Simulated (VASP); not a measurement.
Here is a VASP 6.6.1 calculation.

Contents of INCAR:

```
PREC = Accurate
ENCUT = 520
EDIFF = 1E-6
ISMEAR = -1
SIGMA = 0.1
LREAL = F
LASPH = T
NELM = 60
ALGO = Normal
ISIF = 2
LWAVE = F
LCHARG = T
GGA = CA
LELF = T
LVHAR = T
NBANDS = 12
```

Contents of KPOINTS:

```
regular mesh
0
Gamma
  22 22 22
```

The input POSCAR:

```
Ta
1.0
   -1.6056727810      1.6056727810      1.6056727810
    1.6056727810     -1.6056727810      1.6056727810
    1.6056727810      1.6056727810     -1.6056727810
Ta
1
Direct
    0.0000000000      0.0000000000      0.0000000000
```

Potentials or basis: VASP PAW LDA potentials, release 64 (Ta_pv).

The run is started by

```console
$ cat potpaw_LDA.64/Ta_pv/POTCAR > POTCAR
$ mpirun -np 1 vasp_std > vasp.out
```

(1) Predict the pressure.

## Answers

(1) 10.2 GPa.
